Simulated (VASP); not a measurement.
# Lu2AlGe2 (Immm) in VASP: single point with PBE

Aim: the single point of Lu2AlGe2 with PBE.

Everything below comes from runs of VASP 6.6.1. Logs are shortened: lines on timing, memory, paths and dates and some standing lists are left out, and cuts for length are marked.

## (1) The cell of the first run

It takes space group Immm (No. 71, orthorhombic). Conventional cell: a = 4.026 Å, b = 5.697 Å, c = 8.468 Å, α = 90.00°, β = 90.00°, γ = 90.00°. Lu (site symmetry mm2) has 6 Ge at 2.95 Å and 4 Al at 3.17 to 3.36 Å and 7 Lu at 3.55 to 4.03 Å within 4.1 Å. Within 3.3 Å of Ge (site symmetry m2m) lie 2 Ge at 2.40 to 3.30 Å and 2 Al at 2.60 Å and 6 Lu at 2.95 Å. Within 3.4 Å of Al (site symmetry mmm) lie 4 Ge at 2.60 Å and 8 Lu at 3.17 to 3.36 Å.

## (2) Single point, PBE

Input file INCAR:

```
SYSTEM = Lu2AlGe2
PREC     = Accurate       ! precision mode
ENCUT    = 520            ! plane-wave cutoff, eV
EDIFF    = 1E-6           ! SCF threshold, eV
ISMEAR   = -1             ! smearing method
SIGMA    = 0.1            ! smearing width, eV
LREAL    = .FALSE.        ! projectors in reciprocal space
LASPH    = .TRUE.         ! aspherical terms in the spheres
NELM     = 80             ! most SCF steps
ALGO     = Normal         ! electronic algorithm
ISIF     = 2              ! what is computed and relaxed
LWAVE    = .FALSE.        ! write WAVECAR
LCHARG   = .TRUE.         ! write CHGCAR
GGA      = PE             ! functional
LELF     = .TRUE.         ! ELF
LVHAR    = .TRUE.       
NBANDS   = 48             ! bands
```

Input file KPOINTS:

```
Automatic mesh
0
G
  8 8 8
  0 0 0
```

Input file POSCAR:

```
Lu2AlGe2
1.0
    0.0000000000      0.0000000000      4.0257710000
    4.2340530000     -2.8485270000      2.0128860000
    4.2340530000      2.8485270000     -2.0128860000
Lu Ge Al
2 2 1
Direct
    0.5000000000      0.7111300000      0.7111300000
    0.5000000000      0.2888700000      0.2888700000
    0.7893000000      0.7107000000      0.2893000000
    0.2107000000      0.2893000000      0.7107000000
    0.0000000000      0.0000000000      0.0000000000
```

Potentials or basis: VASP PAW PBE potentials, release 64 (Lu, Ge_d, Al).

Launch:

```console
> cat potpaw_PBE.64/Lu/POTCAR potpaw_PBE.64/Ge_d/POTCAR potpaw_PBE.64/Al/POTCAR > POTCAR
> mpirun -np 1 vasp_std > vasp.out
```

OUTCAR:

```text
SYSTEM = Lu2AlGe2
   PREC = Accurate
   ENCUT = 520
   EDIFF = 1E-6
   ISMEAR = -1
   LREAL = .FALSE.
   LASPH = .TRUE.
   NELM = 80
   ISIF = 2
   GGA = PE

 ion  position               nearest neighbor table
   1  0.500  0.711  0.711-   4 2.95   3 2.95   4 2.95   3 2.95   3 2.95   4 2.95   5 3.17   5 3.17
                             5 3.36   5 3.36   2 3.55   2 3.55   2 3.55   2 3.55   2 3.58
   2  0.500  0.289  0.289-   3 2.95   4 2.95   4 2.95   3 2.95   3 2.95   4 2.95   5 3.17   5 3.17
                             5 3.36   5 3.36   1 3.55   1 3.55   1 3.55   1 3.55   1 3.58
   3  0.789  0.711  0.289-   4 2.40   5 2.60   5 2.60   2 2.95   1 2.95   2 2.95   1 2.95   1 2.95
                             2 2.95
   4  0.211  0.289  0.711-   3 2.40   5 2.60   5 2.60   1 2.95   2 2.95   1 2.95   2 2.95   2 2.95
                             1 2.95
   5  0.000  0.000  0.000-   3 2.60   4 2.60   4 2.60   3 2.60   2 3.17   1 3.17   2 3.17   1 3.17
                             1 3.36   2 3.36   1 3.36   2 3.36

  LATTYP: Found a body centered orthorhombic cell.
 ALAT       =     4.0257710000
 B/A-ratio  =     1.4151460677
 C/A-ratio  =     2.1034743407

  Lattice vectors:

 A1 = (  -4.2340530000,   2.8485270000,  -2.0128860000)
 A2 = (  -4.2340530000,  -2.8485270000,   2.0128860000)
 A3 = (   4.2340530000,   2.8485270000,   2.0128850000)

Analysis of symmetry for initial positions (statically):
=====================================================================
 Subroutine PRICEL returns:
 Original cell was already a primitive cell.

 Routine SETGRP: Setting up the symmetry group for a
 body centered orthorhombic supercell.

 Subroutine GETGRP returns: Found  8 space group operations
 (whereof  8 operations were pure point group operations)
 out of a pool of  8 trial point group operations.

The static configuration has the point symmetry D_2h.

Analysis of symmetry for dynamics (positions and initial velocities):
=====================================================================
 Subroutine PRICEL returns:
 Original cell was already a primitive cell.

 Routine SETGRP: Setting up the symmetry group for a
 body centered orthorhombic supercell.

 Subroutine GETGRP returns: Found  8 space group operations
 (whereof  8 operations were pure point group operations)
 out of a pool of  8 trial point group operations.

The dynamic configuration has the point symmetry D_2h.

 Subroutine INISYM returns: Found  8 space group operations
 (whereof  8 operations are pure point group operations),
 and found     1 'primitive' translations

----------------------------------------------------------------------------------------

                                     Primitive cell

  volume of cell :      97.1082

[... 101 lines left out ...]
   ISYM   =      2    0-nonsym 1-usesym 2-fastsym
   POTIM  = 0.5000    time-step for ionic-motion
   TEBEG  =    0.0;   TEEND  =   0.0 temperature during run
   PSTRESS=    0.0 pullay stress
   NELECT =      81.0000    total number of electrons
   NUPDOWN=      -1.0000    fix difference up-down
   EMIN   =  10.00;   EMAX   =-10.00  energy-range for DOS
   EFERMI =   0.00;   METHOD = LEGACY
   ISMEAR =    -1;   SIGMA  =   0.10  broadening in eV -4-tet -1-fermi 0-gaus
   EFERMI_NEDOS =   21; number of points for ismear=-14 and -15
   IALGO  =     38    algorithm
   IMIX   =      4    mixing-type and parameters
     AMIX     =   0.40;   BMIX     =  1.00
     AMIX_MAG =   1.60;   BMIX_MAG =  1.00
  volume/ion in A,a.u.               =      19.42       131.06
  Fermi-wavevector in a.u.,A,eV,Ry     =   1.541054  2.912170 32.311773  2.374848
  Thomas-Fermi vector in A             =   2.647054
   LORBIT       =      0    0 simple, 1 ext, 2 COOP (PROOUT), +10 PAW based schemes
   GGA     = PE    functional components
   LHFCALC =     F    Hartree Fock is set to
   AEXX    =    0.0000 exact exchange contribution
   IVDW    =     0    specifies the selected vdW correction
   LEPSILON=     F    determine dielectric tensor
   LRPA    =     F    only Hartree local field effects (RPA)
 non-spin polarized calculation
  energy-cutoff  :      520.00
  volume of cell :       97.11
 maximum number of plane-waves:      2642
 NGX is ok and might be reduce to    30
   NGX = 15   NGY = 21   NGZ = 21

 number of electron      81.0000017 magnetization

 Free energy of the ion-electron system (eV)
  ---------------------------------------------------
  ext. energy  EPLUGINS =         0.00000000
  ---------------------------------------------------
  free energy    TOTEN  =       -25.02633477 eV

  energy without entropy =      -24.96117907  energy(sigma->0) =      -24.99375692

 E-fermi :   5.4636     XC(G=0): -11.4876

 val. band max:        5.4527599236   @ k =   0.1250  -0.3750   0.1250
 cond. band min:       5.4696543786   @ k =   0.1250  -0.2500   0.1250
 fundamental gap:      0.0168944550
 Fermi energy:         5.4636288295

 k-point     1 :       0.0000    0.0000    0.0000
  band No.  band energies     occupation
      1     -50.4189      2.00000
      2     -50.4018      2.00000
      3     -21.2252      2.00000
      4     -21.1948      2.00000
      5     -21.1364      2.00000
      6     -21.1127      2.00000
[... 1213 lines left out ...]
     47       9.6997      0.00000
     48       9.8328      0.00000

 [... further k-points ...]

------------------------ aborting loop because EDIFF is reached ----------------------------------------

  FORCE on cell =-STRESS in cart. coord.  units (eV):
  Direction    XX          YY          ZZ          XY          YZ          ZX
  --------------------------------------------------------------------------------------
  -------------------------------------------------------------------------------------
  Total        1.3673003      4.4491076      2.1673708      0.0000000     -0.0000008      0.0000000
  in kB       22.5589451     73.4053649     35.7592265      0.0000000     -0.0000129      0.0000000
  external PRESSURE =      43.9078455 kB  Pullay stress =       0.0000000 kB

 VOLUME and BASIS-vectors are now :
 -----------------------------------------------------------------------------
  energy-cutoff  :      520.00
  volume of cell :       97.11
      direct lattice vectors                 reciprocal lattice vectors
     0.000000000  0.000000000  4.025771000     0.000000000  0.175529361  0.248399623
     4.234053000 -2.848527000  2.012886000     0.118090161 -0.175529317  0.000000000
     4.234053000  2.848527000 -2.012886000     0.118090161  0.175529317  0.000000000

 POSITION                                       TOTAL-FORCE (eV/Angst)
 -----------------------------------------------------------------------------------
      6.02192      0.00000      2.01289         0.151929      0.000000     -0.000000
      2.44618      0.00000      2.01289        -0.151929      0.000000     -0.000000
      4.23405     -1.20037      4.02577        -0.000000     -0.832481      0.000000
      4.23405      1.20037     -0.00000        -0.000000      0.832481     -0.000000
      0.00000      0.00000      0.00000        -0.000000      0.000000      0.000000
 -----------------------------------------------------------------------------------
    total drift:                               -0.000000      0.000000     -0.000000

  FREE ENERGIE OF THE ION-ELECTRON SYSTEM (eV)
  ---------------------------------------------------
  free  energy   TOTEN  =       -25.0263347685 eV

  energy  without entropy=      -24.9611790750  energy(sigma->0) =      -24.99375692
```

Wall time 9.4 min (1 thread of AMD EPYC 7R43 (Zen 3), shared host); peak memory 0.47 GiB.

Results:

| Item | Value |
| --- | --- |
| Free energy | -25.0263 eV |
| Pressure | 4.4 GPa |
| Largest force | 0.832 eV/Å |
| Band gap on the k mesh | zero (an odd number of electrons rules out a gap without spin polarisation) |

Forces in eV/Å, atoms in the order of the input:
```
Lu   0.152  0.000  0.000
Lu  -0.152  0.000  0.000
Ge   0.000 -0.832  0.000
Ge   0.000  0.832  0.000
Al   0.000  0.000  0.000
```

Levels at points of the mesh, in eV from the Fermi level:
| k point | band 38 | band 39 | band 40 | band 41 | band 42 | band 43 | band 44 | band 45 |
| --- | --- | --- | --- | --- | --- | --- | --- | --- |
| (0.00, 0.00, 0.00) | -1.63 | -1.42 | -0.98 | -0.70 | 1.36 | 3.07 | 3.35 | 3.42 |
| (0.50, 0.00, 0.00) | -2.33 | -1.08 | -0.95 | -0.59 | 1.74 | 1.83 | 2.68 | 3.82 |
| (0.00, 0.50, 0.00) | -1.64 | -1.60 | -0.81 | -0.02 | 0.40 | 2.05 | 2.44 | 2.56 |
| (0.50, 0.50, 0.00) | -2.75 | -1.88 | -1.37 | -1.19 | 1.91 | 3.12 | 3.37 | 3.95 |
| (0.00, 0.50, 0.50) | -1.41 | -1.06 | 1.16 | 1.27 | 1.38 | 1.81 | 2.31 | 2.41 |

Caveat: the cell stands under pressure; spin-orbit coupling is left out, which moves the levels of the heavy elements.
